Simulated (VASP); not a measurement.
# NaI (Cmmm) in VASP: notebook, part 2 of 3

VASP 6.6.1. Earlier steps stand in the parts before.

## (3) Relaxation of cell and atoms, PBE+D3(BJ)

This run uses another cell than the first one, of 37.07 Å³/atom, 1.116 times its volume.

INCAR

```
SYSTEM = NaI
PREC     = Accurate       ! precision mode
ENCUT    = 600            ! plane-wave cutoff, eV
EDIFF    = 1E-6           ! SCF threshold, eV
ISMEAR   = 0              ! smearing method
SIGMA    = 0.02           ! smearing width, eV
LREAL    = .False.        ! projectors in reciprocal space
LASPH    = .True.         ! aspherical terms in the spheres
NELM     = 100            ! most SCF steps
ALGO     = Normal         ! electronic algorithm
ISIF     = 3              ! what is computed and relaxed
LWAVE    = .False.        ! write WAVECAR
LCHARG   = .False.        ! write CHGCAR
GGA      = PE             ! functional
IVDW     = 12             ! dispersion correction
IBRION   = 2              ! ionic algorithm
NSW      = 100            ! ionic steps
EDIFFG   = -0.01          ! ionic threshold
```

KPOINTS

```
regular mesh
0
Gamma
  6 6 6
  0 0 0
```

POSCAR

```
NaI
1.0
    2.2145135000     -3.7800000000      0.0000000000
    2.2145135000      3.7800000000      0.0000000000
    0.0000000000      0.0000000000      4.4290270000
Na I
1 1
Direct
    0.0000000000      0.0000000000      0.0000000000
    0.5000000000      0.5000000000      0.5000000000
```

Potentials or basis: VASP PAW PBE potentials, release 64 (Na_pv, I).

Command:

```bash
> cat potpaw_PBE.64/Na_pv/POTCAR potpaw_PBE.64/I/POTCAR > POTCAR
> mpirun -np 1 vasp_std > vasp.out
```

OUTCAR:

```text
SYSTEM = NaI
   PREC = Accurate
   ENCUT = 600
   EDIFF = 1E-6
   ISMEAR = 0
   LREAL = .False.
   LASPH = .True.
   NELM = 100
   ISIF = 3
   GGA = PE
   IVDW = 12
   IBRION = 2
   NSW = 100
   EDIFFG = -0.01
 IVDW          = 12

 ion  position               nearest neighbor table
   1  0.000  0.000  0.000-   2 3.13   2 3.13   2 3.13   2 3.13
   2  0.500  0.500  0.500-   1 3.13   1 3.13   1 3.13   1 3.13

  LATTYP: Found a base centered orthorhombic cell.
 ALAT       =     4.4290270000
 B/A-ratio  =     1.7069211816
 C/A-ratio  =     1.0000000000

  Lattice vectors:

 A1 = (   2.2145135000,  -3.7800000000,   0.0000000000)
 A2 = (   2.2145135000,   3.7800000000,   0.0000000000)
 A3 = (   0.0000000000,   0.0000000000,   4.4290270000)

Analysis of symmetry for initial positions (statically):
=====================================================================
 Subroutine PRICEL returns:
 Original cell was already a primitive cell.

 Routine SETGRP: Setting up the symmetry group for a
 base centered orthorhombic supercell.

 Subroutine GETGRP returns: Found  8 space group operations
 (whereof  8 operations were pure point group operations)
 out of a pool of  8 trial point group operations.

The static configuration has the point symmetry D_2h.

Analysis of symmetry for dynamics (positions and initial velocities):
=====================================================================
 Subroutine PRICEL returns:
 Original cell was already a primitive cell.

 Routine SETGRP: Setting up the symmetry group for a
 base centered orthorhombic supercell.

 Subroutine GETGRP returns: Found  8 space group operations
 (whereof  8 operations were pure point group operations)
 out of a pool of  8 trial point group operations.

The dynamic configuration has the point symmetry D_2h.

 Subroutine INISYM returns: Found  8 space group operations
 (whereof  8 operations are pure point group operations),
 and found     1 'primitive' translations

----------------------------------------------------------------------------------------

                                     Primitive cell

  volume of cell :      74.1495

  direct lattice vectors                    reciprocal lattice vectors
     2.214513500 -3.780000000  0.000000000     0.225783225 -0.132275132  0.000000000
     2.214513500  3.780000000  0.000000000     0.225783225  0.132275132  0.000000000
     0.000000000  0.000000000  4.429027000     0.000000000  0.000000000  0.225783225

  length of vectors
     4.380921141  4.380921141  4.429027000     0.261676853  0.261676853  0.225783225

  position of ions in fractional coordinates (direct lattice)
     0.000000000  0.000000000  0.000000000
     0.500000000  0.500000000  0.500000000

  ion indices of the primitive-cell ions
   primitive index   ion index
                 1           1
                 2           2

----------------------------------------------------------------------------------------

 KPOINTS: regular mesh

Automatic generation of k-mesh.
 Grid dimensions read from file:
 generate k-points for:    6    6    6

 Generating k-lattice:

  Cartesian coordinates                     Fractional coordinates (reciprocal lattice)
     0.037630538 -0.022045855  0.000000000     0.166666667  0.000000000  0.000000000
     0.037630538  0.022045855  0.000000000     0.000000000  0.166666667  0.000000000
[... 40 lines left out ...]
   k-points           NKPTS =     52   k-points in BZ     NKDIM =     52   number of bands    NBANDS=     11
   number of dos      NEDOS =    301   number of ions     NIONS =      2
   total plane-waves  NPLWV =  46656
   dimension x,y,z NGX =    36 NGY =   36 NGZ =   36
   dimension x,y,z NGXF=    72 NGYF=   72 NGZF=   72
   ions per type =               1   1
   NGX,Y,Z   is equivalent  to a cutoff of  13.66, 13.66, 13.51 a.u.
   NGXF,Y,Z  is equivalent  to a cutoff of  27.32, 27.32, 27.03 a.u.
 SYSTEM =  NaI
   PREC   = accura    normal or accurate (medium, high low for compatibility)
   ISTART =      0    job   : 0-new  1-cont  2-samecut
   ICHARG =      2    charge: 1-file 2-atom 10-const
   ISPIN  =      1    spin polarized calculation?
   LNONCOLLINEAR =      F non collinear calculations
   LSORBIT =      F    spin-orbit coupling
   LASPH  =      T    aspherical Exc in radial PAW
   ENCUT  =  600.0 eV  44.10 Ry    6.64 a.u.   8.75  8.75  8.85*2*pi/ulx,y,z
   NELM   =    100;   NELMIN=  2; NELMDL= -5     # of ELM steps
   EDIFF  = 0.1E-05   stopping-criterion for ELM
   LREAL  =      F    real-space projection
   EDIFFG = -.1E-01   stopping-criterion for IOM
   NSW    =    100    number of steps for IOM
   IBRION =      2    ionic relax: 0-MD 1-quasi-New 2-CG
   NFREE  =      1    steps in history (QN), initial steepest desc. (CG)
   ISIF   =      3    stress and relaxation
   ISYM   =      2    0-nonsym 1-usesym 2-fastsym
   POTIM  = 0.5000    time-step for ionic-motion
   TEBEG  =    0.0;   TEEND  =   0.0 temperature during run
   PSTRESS=    0.0 pullay stress
   NELECT =      14.0000    total number of electrons
   NUPDOWN=      -1.0000    fix difference up-down
   EMIN   =  10.00;   EMAX   =-10.00  energy-range for DOS
   EFERMI =   0.00;   METHOD = LEGACY
   ISMEAR =     0;   SIGMA  =   0.02  broadening in eV -4-tet -1-fermi 0-gaus
   EFERMI_NEDOS =   21; number of points for ismear=-14 and -15
   IALGO  =     38    algorithm
   IMIX   =      4    mixing-type and parameters
     AMIX     =   0.40;   BMIX     =  1.00
     AMIX_MAG =   1.60;   BMIX_MAG =  1.00
  volume/ion in A,a.u.               =      37.07       250.19
  Fermi-wavevector in a.u.,A,eV,Ry     =   0.939178  1.774790 12.001097  0.882056
  Thomas-Fermi vector in A             =   2.066464
   LORBIT       =      0    0 simple, 1 ext, 2 COOP (PROOUT), +10 PAW based schemes
   GGA     = PE    functional components
   LHFCALC =     F    Hartree Fock is set to
   AEXX    =    0.0000 exact exchange contribution
   IVDW    =    12    specifies the selected vdW correction
   LEPSILON=     F    determine dielectric tensor
   LRPA    =     F    only Hartree local field effects (RPA)
 conjugate gradient relaxation of ions
 non-spin polarized calculation
 Gauss-broadening in eV      SIGMA  =   0.02
  energy-cutoff  :      600.00
  volume of cell :       74.15
 maximum number of plane-waves:      2495
   NGX = 17   NGY = 17   NGZ = 17

--------------------------------------- Ionic step        1  -------------------------------------------

 number of electron      14.0000002 magnetization

 Free energy of the ion-electron system (eV)
  ---------------------------------------------------
  ext. energy  EPLUGINS =         0.00000000
  ---------------------------------------------------
  free energy    TOTEN  =        -5.12727917 eV

  energy without entropy =       -5.12727917  energy(sigma->0) =       -5.12727917

------------------------ aborting loop because EDIFF is reached ----------------------------------------

 Edisp (eV)   -0.45801

 E8    (eV) :    -0.2121
[... 105 lines left out ...]
  FREE ENERGIE OF THE ION-ELECTRON SYSTEM (eV)
  ---------------------------------------------------
  free  energy   TOTEN  =        -5.6062674588 eV

  energy  without entropy=       -5.6062674588  energy(sigma->0) =       -5.60626746

[... ionic steps 4 to 14 ...]

--------------------------------------- Ionic step       15  -------------------------------------------

 number of electron      14.0000004 magnetization

------------------------ aborting loop because EDIFF is reached ----------------------------------------
[... 75 lines left out ...]
--------------------------------------- Ionic step       17  -------------------------------------------

 number of electron      14.0000003 magnetization

 Free energy of the ion-electron system (eV)
  ---------------------------------------------------
  ext. energy  EPLUGINS =         0.00000000
  ---------------------------------------------------
  free energy    TOTEN  =        -5.11145376 eV

  energy without entropy =       -5.11145376  energy(sigma->0) =       -5.11145376

 E-fermi :   1.9576     XC(G=0):  -7.7897

 val. band max:        1.8733780126   @ k =   0.0000   0.0000   0.5000
 cond. band min:       4.3578608950   @ k =   0.0000   0.0000   0.0000
 fundamental gap:      2.4844828824
 Fermi energy:         1.9575761359

 k-point     1 :       0.0000    0.0000    0.0000
  band No.  band energies     occupation
      1     -21.6741      2.00000
      2     -21.6410      2.00000
      3     -21.6385      2.00000
      4      -9.9922      2.00000
      5       0.8435      2.00000
      6       1.0058      2.00000
      7       1.5962      2.00000
      8       4.3579      0.00000
      9       7.3714      0.00000
     10       8.2688      0.00000
     11      10.8722      0.00000
[... 309 lines left out ...]
 k-point    24 :       0.5000    0.3333    0.1667
  band No.  band energies     occupation
      1     -21.6802      2.00000
      2     -21.6420      2.00000
      3     -21.6415      2.00000
      4      -9.4965      2.00000
      5      -0.7023      2.00000
      6      -0.0811      2.00000
      7       0.8190      2.00000
      8       6.2968      0.00000
      9       7.4921      0.00000
     10       8.9183      0.00000
     11       9.5959      0.00000

 [... further k-points ...]

------------------------ aborting loop because EDIFF is reached ----------------------------------------

 Edisp (eV)   -0.51735

 E8    (eV) :    -0.2397
[... 25 lines left out ...]
  FREE ENERGIE OF THE ION-ELECTRON SYSTEM (eV)
  ---------------------------------------------------
  free  energy   TOTEN  =        -5.6288011405 eV

  energy  without entropy=       -5.6288011405  energy(sigma->0) =       -5.62880114

 reached required accuracy - stopping structural energy minimisation
```

It took 2.8 min on 1 thread of Intel Xeon 6975P-C (Granite Rapids), shared host; peak memory 0.25 GiB.

What came out:

```
Free energy                            : -5.6288 eV
Relaxed volume                         : 33.19 Å³/atom
Relaxed cell                           : a = 4.146 Å, b = 4.146 Å, c = 4.100 Å, α = 90.00°, β = 90.00°, γ = 109.63°
Space group after relaxing (to 0.05 Å) : Cmmm (No. 65)
Energy gained by relaxing              : 21.8 meV/atom
Ionic steps                            : 17
Pressure after relaxing                : 0.0 GPa
Band gap on the k mesh                 : 2.48 eV, indirect (least direct gap 2.76 eV)
Dispersion energy per atom             : -0.259 eV
```

Step by step:
```
step  energy change (eV)  largest force (eV/Å)  pressure (GPa)  volume (Å³)
   1              0.0000                0.0000           -0.62        74.15
   2             -0.0140                0.0000           -0.29        72.60
   3             -0.0210                0.0000            0.17        70.77
   4             -0.0210                0.0000            0.25        70.54
   5             -0.0272                0.0000            0.07        70.60
   6             -0.0331                0.0000           -0.24        70.64
   7             -0.0332                0.0000           -0.28        70.64
   8             -0.0379                0.0000           -0.23        69.50
   9             -0.0423                0.0000           -0.10        67.70
  10             -0.0350                0.0000            0.39        64.03
  11             -0.0428                0.0000           -0.03        67.01
  12             -0.0428                0.0000            0.05        66.93
  13             -0.0433                0.0000           -0.04        66.69
  14             -0.0435                0.0000           -0.01        66.53
  15             -0.0435                0.0000           -0.03        66.51
  16             -0.0435                0.0000           -0.02        66.47
  17             -0.0435                0.0000            0.00        66.38
```

Final structure:
```cif
data_structure
_symmetry_space_group_name_H-M 'P 1'
_symmetry_Int_Tables_number 1
_cell_length_a 4.1459
_cell_length_b 4.1459
_cell_length_c 4.1004
_cell_angle_alpha 90.000
_cell_angle_beta 90.000
_cell_angle_gamma 109.635
_cell_volume 66.38
loop_
_atom_site_label
_atom_site_type_symbol
_atom_site_fract_x
_atom_site_fract_y
_atom_site_fract_z
_atom_site_occupancy
Na1 Na 0.00000 0.00000 0.00000 1
I1 I 0.50000 0.50000 0.50000 1
```

Levels at points of the mesh, in eV from the valence-band top:
| k point | band 3 | band 4 | band 5 | band 6 | band 7 | band 8 | band 9 | band 10 | band 11 |
| --- | --- | --- | --- | --- | --- | --- | --- | --- | --- |
| (0.00, 0.00, 0.00) | -23.51 | -11.87 | -1.03 | -0.87 | -0.28 | 2.48 | 5.50 | 6.40 | 9.00 |
| (0.50, 0.00, 0.00) | -23.51 | -11.54 | -3.20 | -0.78 | -0.57 | 4.30 | 6.34 | 6.82 | 7.81 |
| (0.50, 0.50, 0.00) | -23.51 | -11.39 | -2.81 | -1.96 | -0.36 | 3.43 | 6.45 | 7.13 | 8.29 |
| (0.00, 0.00, 0.50) | -23.51 | -11.56 | -3.32 | -0.79 | 0.00 | 4.89 | 6.30 | 7.77 | 7.78 |
| (0.50, 0.00, 0.50) | -23.51 | -11.30 | -2.62 | -2.58 | -0.45 | 3.02 | 6.15 | 7.54 | 7.98 |
| (0.50, 0.50, 0.50) | -23.51 | -11.13 | -2.39 | -2.29 | -1.63 | 3.43 | 4.70 | 5.66 | 7.36 |

Caveat: spin-orbit coupling is left out, which moves the levels of the heavy elements.

## (4) Single point, PBE+D3(BJ)

INCAR

```
SYSTEM = NaI
  PREC = Accurate
  ENCUT = 520
  EDIFF = 1E-7
  ISMEAR = 0
  SIGMA = 0.02
  LREAL = .FALSE.
  LASPH = .TRUE.
  NELM = 100
  ALGO = Normal
  ISIF = 2
  LWAVE = .FALSE.
  LCHARG = .FALSE.
  GGA = PE
  IVDW = 12
  NBANDS = 14
```

KPOINTS

```
Automatic mesh
0
G
  8 8 8
  0 0 0
```

POSCAR

```
NaI
1.0
    2.3824743725     -3.3964915685      0.0000000000
    2.3824743725      3.3964915685      0.0000000000
    0.0000000000      0.0000000000      4.1047758786
Na I
1 1
Direct
    0.0000000000      0.0000000000      0.0000000000
    0.5000000000      0.5000000000      0.5000000000
```

Command:

```bash
> cat potpaw_PBE.64/Na_pv/POTCAR potpaw_PBE.64/I/POTCAR > POTCAR
> mpirun -np 1 vasp_std > vasp.out
```

It took 23 s on 1 thread of Intel Xeon 6975P-C (Granite Rapids), shared host; peak memory 0.24 GiB.

The run converged. Its results:

```
Free energy                : -5.6290 eV
Pressure                   : 0.0 GPa
Band gap on the k mesh     : 2.49 eV, indirect (least direct gap 2.76 eV)
Dispersion energy per atom : -0.258 eV
```

Levels at points of the mesh, in eV from the valence-band top:
| k point | band 3 | band 4 | band 5 | band 6 | band 7 | band 8 | band 9 | band 10 | band 11 | band 12 |
| --- | --- | --- | --- | --- | --- | --- | --- | --- | --- | --- |
| (0.00, 0.00, 0.00) | -23.51 | -11.86 | -1.03 | -0.88 | -0.27 | 2.49 | 5.50 | 6.42 | 8.96 | 9.26 |
| (0.50, 0.00, 0.00) | -23.51 | -11.54 | -3.19 | -0.79 | -0.58 | 4.29 | 6.33 | 6.83 | 7.80 | 9.81 |
| (0.50, 0.50, 0.00) | -23.51 | -11.40 | -2.81 | -1.94 | -0.37 | 3.45 | 6.43 | 7.11 | 8.27 | 9.57 |
| (0.00, 0.00, 0.50) | -23.50 | -11.56 | -3.31 | -0.79 | 0.00 | 4.89 | 6.30 | 7.78 | 7.80 | 9.05 |
| (0.50, 0.00, 0.50) | -23.51 | -11.30 | -2.62 | -2.58 | -0.46 | 3.03 | 6.14 | 7.52 | 7.96 | 9.62 |
| (0.50, 0.50, 0.50) | -23.51 | -11.13 | -2.40 | -2.29 | -1.62 | 3.43 | 4.72 | 5.69 | 7.38 | 11.61 |

Caveat: spin-orbit coupling is left out, which moves the levels of the heavy elements. A k mesh can miss the band edges.

[end of part 2 of 3]
